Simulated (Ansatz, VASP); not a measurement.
## One calculation of TiC, two programs

The input INCAR:

```
SYSTEM = TiC
PREC = Accurate ; ENCUT = 520
EDIFF = 1E-6 ; ISMEAR = -1
SIGMA = 0.15 ; LREAL = .FALSE.
LASPH = .TRUE. ; NELM = 80
ALGO = Normal ; ISIF = 2
LWAVE = .FALSE. ; LCHARG = .FALSE.
GGA = PE ; NBANDS = 15
```

Contents of KPOINTS:

```
regular mesh
0
G
  16 16 14
  0 0 0
```

The input POSCAR:

```
TiC
1.0
    3.0452841791      0.0000000000      0.0000000000
   -1.5226420896      2.6372934609      0.0000000000
    0.0000000000      0.0000000000      2.6939039114
Ti C
1 1
Direct
    0.0000000000      0.0000000000      0.0000000000
    0.3333333333      0.6666666667      0.5000000000
```

Input for Ansatz:

```yaml
crystal:
  lattice:
    - [3.0452841791, 0.0, 0.0]
    - [-1.5226420896, 2.6372934609, 0.0]
    - [0.0, 0.0, 2.6939039114]
  atoms:
    - { symbol: Ti, position: [0.0, 0.0, 0.0] }
    - { symbol: C, position: [0.3333333333, 0.6666666667, 0.5] }
kpoints:
  mp_grid: { grid: [16, 16, 14] }
scf:
  occupations: { method: fermi_dirac, width: 0.15 }
hamiltonian:
  xc: pbe
  pseudopotentials: { kind: all_electron, lapw: { basis_error: 0.0005 } }
output:
  forces: true
  stress: true
  eigenvalues: true
```

Alike in both runs: task single point; functional PBE; k mesh 16 × 16 × 14; occupations fermi-dirac, width 0.15 eV; no spin polarisation.

|  | VASP | Ansatz |
| --- | --- | --- |
| version | VASP 6.6.1 | Ansatz 0.2.0 |
| potentials or method | VASP PAW PBE potentials, release 64 (Ti_sv, C), cutoff 520 eV | all-electron LAPW, scalar-relativistic |

|  | VASP | Ansatz | Ansatz less VASP |
| --- | --- | --- | --- |
| pressure (GPa) | 0.2 | 0.2 | -0.05 |
| traceless stress, the component that is largest in VASP (GPa) | -0.59 | -0.58 | +0.014 |

Ansatz ran all-electron here, and VASP with PAW potentials.
